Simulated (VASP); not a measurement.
BeSn2:

```
Be Sn
1.0
     3.08114    0.00000    0.00000
    -1.54057    2.66834    0.00000
     0.00000    0.00000    5.71746
Be Sn
1 2
Cartesian
  0.0000 0.0000 2.8587
  0.0000 1.7789 4.5902
  1.5406 0.8894 1.1273
```

```yaml
Program: VASP 6.6.1
Task: relaxation of cell and atoms
Functional: PBE
Potentials_or_basis: VASP PAW PBE potentials, release 64 (Be, Sn_d)
Cutoff: 600 eV
k_mesh: 6 × 6 × 4
Occupations: gaussian, width 0.1 eV
Spin: no spin polarisation
```

At the start: pressure 37.6 GPa; volume 15.67 Å³/atom.

Q: How do energy, volume and symmetry change on relaxing?

A: Over 11 steps the energy falls by 596.9 meV/atom and the volume is 21.56 Å³/atom (+37.6 %); space group P-3m1 (No. 164, to 0.05 Å).

Step by step:
```
step  energy change (eV)  largest force (eV/Å)  pressure (GPa)  volume (Å³)
   1              0.0000                1.4575           37.62        47.01
   2             -1.4542                0.3347           -6.25        76.67
   3             -1.6818                0.4036           -0.20        65.00
   4             -1.6824                0.3952           -0.71        65.66
   5             -1.7328                0.3845           -0.30        65.20
   6             -1.7865                0.1688            0.31        64.24
   7             -1.7868                0.1153            0.48        64.04
   8             -1.7872                0.1361            0.42        64.11
   9             -1.7900                0.0564           -0.09        64.75
  10             -1.7902                0.0352           -0.23        64.93
  11             -1.7907                0.0053            0.02        64.67
```

Final structure:
```xyz
3
Lattice="3.5756 0.0000 0.0000 -1.7878 3.0966 0.0000 0.0000 0.0000 5.8407" Properties=species:S:1:pos:R:3 pbc="T T T"
Be    0.0000    0.0000    2.9204
Sn    0.0000    2.0644    4.5640
Sn    1.7878    1.0322    1.2768
```

Caveat: the k points lie up to 0.34 Å⁻¹ apart in the final cell; the volume moved by over 15 % at a fixed basis, so the end points are rough.
